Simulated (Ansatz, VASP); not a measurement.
**HfO2: VASP beside Ansatz**

INCAR

```
SYSTEM = HfO2
PREC = Accurate
ENCUT = 520
EDIFF = 1E-7
ISMEAR = -1
SIGMA = 0.05
LREAL = .False.
LASPH = .True.
NELM = 60
ALGO = Normal
ISIF = 2
LWAVE = .False.
LCHARG = .True.
GGA = PE
LELF = .True.
LVHAR = .True.
NBANDS = 56
```

Contents of KPOINTS:

```
regular mesh
0
Gamma
  5 5 6
  0 0 0
```

Contents of POSCAR:

```
HfO2
1.0
    5.1799588022      0.0000000000      0.0000000000
    0.0000000000      5.2661650781      0.0000000000
    0.0000000000      0.0000000000      4.9868076825
Hf O
4 8
Direct
    0.2225908200      0.7817995800      0.2720679400
    0.7225908200      0.7182004200      0.7279320600
    0.7774091800      0.2182004200      0.2720679400
    0.2774091800      0.2817995800      0.7279320600
    0.1868153200      0.1636487800      0.1045346200
    0.6868153200      0.3363512200      0.8954653800
    0.8131846800      0.8363512200      0.1045346200
    0.3131846800      0.6636487800      0.8954653800
    0.0000000000      0.5000000000      0.4890544500
    0.5000000000      0.0000000000      0.5109455500
    0.0000000000      0.0000000000      0.5756249900
    0.5000000000      0.5000000000      0.4243750100
```

Contents of input.yaml:

```yaml
crystal:
  lattice:
    - [5.1799588022, 0.0, 0.0]
    - [0.0, 5.2661650781, 0.0]
    - [0.0, 0.0, 4.9868076825]
  atoms:
    - { symbol: Hf, position: [0.22259082, 0.78179958, 0.27206794] }
    - { symbol: Hf, position: [0.72259082, 0.71820042, 0.72793206] }
    - { symbol: Hf, position: [0.77740918, 0.21820042, 0.27206794] }
    - { symbol: Hf, position: [0.27740918, 0.28179958, 0.72793206] }
    - { symbol: O, position: [0.18681532, 0.16364878, 0.10453462] }
    - { symbol: O, position: [0.68681532, 0.33635122, 0.89546538] }
    - { symbol: O, position: [0.81318468, 0.83635122, 0.10453462] }
    - { symbol: O, position: [0.31318468, 0.66364878, 0.89546538] }
    - { symbol: O, position: [0.0, 0.5, 0.48905445] }
    - { symbol: O, position: [0.5, 0.0, 0.51094555] }
    - { symbol: O, position: [0.0, 0.0, 0.57562499] }
    - { symbol: O, position: [0.5, 0.5, 0.42437501] }
hamiltonian:
  xc: pbe
  pseudopotentials: { kind: paw }
kpoints:
  mp_grid: { grid: [5, 5, 6] }
scf:
  occupations: { method: fermi_dirac, width: 0.05 }
output:
  forces: true
  stress: true
  eigenvalues: true
```

Alike in both runs: task single point; functional PBE; k mesh 5 × 5 × 6; occupations fermi-dirac, width 0.05 eV; no spin polarisation.

|  | VASP | Ansatz |
| --- | --- | --- |
| version | VASP 6.6.1 | Ansatz 0.2.0 |
| potentials or method | VASP PAW PBE potentials, release 64 (Hf_pv, O) | Ansatz PAW |
| plane-wave cutoff (eV) | 520 | 420 |
| valence electrons in the cell | 88 | 152 |

```csv
,VASP,Ansatz,Ansatz less VASP
gap on the k mesh at the Fermi level (eV),3.65,3.69,+0.039
least direct gap on the mesh (eV),3.65,3.69,+0.039
pressure (GPa),-7.9,-4.9,+3.03
"traceless stress, the component that is largest in VASP (GPa)",1.15,0.94,-0.207
rms of the force components (eV/Å),0.126,0.099,-0.0275
```

Atom by atom the forces differ by 0.037 eV/Å (rms over components). VASP's potentials hold 88 valence electrons a cell and Ansatz's 152, so a difference there can come from the potentials and not from the codes.

Neither program's run includes spin-orbit coupling. Noted on Ansatz's run: odd divisions of the mesh miss points on the zone boundary, where band edges often lie, so the gap on the mesh can be too wide.
